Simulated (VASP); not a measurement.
A run of VASP 6.6.1 is set up as follows.

POSCAR

```
Cr
1.0
    0.0000000000      2.8839000000      2.8839000000
    2.8839000000      0.0000000000      2.8839000000
    2.8839000000      2.8839000000      0.0000000000
Cr
4
Direct
    0.0000000000      0.0000000000      0.0000000000
    0.2500000000      0.2500000000      0.2500000000
    0.5000000000      0.5000000000      0.5000000000
    0.7500000000      0.7500000000      0.7500000000
```

INCAR.step1

```
ALGO = Normal
EDIFF = 1E-4
ENCUT = 520
GGA = PE
ISMEAR = -1
ISPIN = 2
LASPH = T
LCHARG = F
LMAXMIX = 4
LREAL = F
LWAVE = T
MAGMOM = 3 -3 3 -3
NBANDS = 36
NELM = 150
PREC = Accurate
SIGMA = 0.08
```

File INCAR.step2:

```
ALGO = Normal
EDIFF = 1E-6
ENCUT = 520
ISIF = 2
ISMEAR = -1
ISPIN = 2
ISTART = 1
LASPH = T
LCHARG = T
LELF = T
LMAXMIX = 4
LMIXTAU = T
LORBIT = 11
LREAL = F
LVHAR = T
LWAVE = F
MAGMOM = 3 -3 3 -3
METAGGA = R2SCAN
NBANDS = 36
NELM = 150
PREC = Accurate
SIGMA = 0.08
```

KPOINTS

```
k-points
0
Gamma
  9 9 9
```

Potentials or basis: VASP PAW PBE potentials, release 64 (Cr_pv).

Command:

```sh
$ cat potpaw_PBE.64/Cr_pv/POTCAR > POTCAR
$ cp INCAR.step1 INCAR
$ mpirun -np 1 vasp_std > vasp.out
$ cp INCAR.step2 INCAR
$ mpirun -np 1 vasp_std > vasp.out
```

(1) Estimate the site moments.

(2) Predict the pressure.

Answers

(1) Cr +2.33, -2.33 (each value once) μB.

(2) 10.8 GPa.

Caveat: the cell stands under pressure; the PAW data sets were made with another functional, which shifts forces and pressure a little.
